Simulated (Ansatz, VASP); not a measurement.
S in VASP and in Ansatz

File INCAR:

```
SYSTEM = S
ALGO = Normal
EDIFF = 1E-7
EDIFFG = -0.04
ENCUT = 600
GGA = PE
IBRION = 2
ISIF = 3
ISMEAR = 0
LASPH = .TRUE.
LCHARG = .FALSE.
LREAL = .FALSE.
LWAVE = .FALSE.
NELM = 80
NSW = 90
PREC = Accurate
SIGMA = 0.1
```

KPOINTS

```
k-points
0
G
  6 6 4
  0 0 0
```

The input POSCAR:

```
S
1.0
    4.4115647188      0.0000000000      0.0000000000
   -2.2057823594      3.8205271169      0.0000000000
    0.0000000000      0.0000000000      5.0135403701
S
3
Direct
    0.2170000000      0.0000000000      0.1666666667
    0.0000000000      0.2170000000      0.8333333333
    0.7830000000      0.7830000000      0.5000000000
```

Input for Ansatz:

```yaml
crystal:
  lattice:
    - [4.4115647188, 0.0, 0.0]
    - [-2.2057823594, 3.8205271169, 0.0]
    - [0.0, 0.0, 5.0135403701]
  atoms:
    - { symbol: S, position: [0.217, 0.0, 0.1666666667] }
    - { symbol: S, position: [0.0, 0.217, 0.8333333333] }
    - { symbol: S, position: [0.783, 0.783, 0.5] }
basis:
  ecutwfc: 420
kpoints:
  mp_grid: { grid: [6, 6, 4] }
hamiltonian:
  xc: pbe
scf:
  occupations: { method: gaussian, width: 0.1 }
  lower_state_search: "off"
output:
  forces: true
  stress: true
  eigenvalues: true
relax:
  adjacent_minimum: "off"
  f_tol: 0.04
  max_steps: 70
  cell: { stress_tol: 0.4 }
```

Alike in both runs: task relaxation of cell and atoms; functional PBE; k mesh 6 × 6 × 4; occupations gaussian, width 0.1 eV; no spin polarisation.

|  | VASP | Ansatz |
| --- | --- | --- |
| version | VASP 6.6.1 | Ansatz 0.2.0 |
| potentials or method | VASP PAW PBE potentials, release 64 (S), cutoff 600 eV | scalar-relativistic, plane waves, PAW |
| valence electrons in the cell | 18 | 18 |

```csv
,VASP,Ansatz,Ansatz less VASP
"gap on the k mesh at the Fermi level, each at its own relaxed structure (eV)",2.43,2.37,-0.063
relaxed volume (Å³/atom),31.45,31.79,+0.336
relaxed cell length with the largest relative difference (Å),4.969,4.990,+0.0211
```
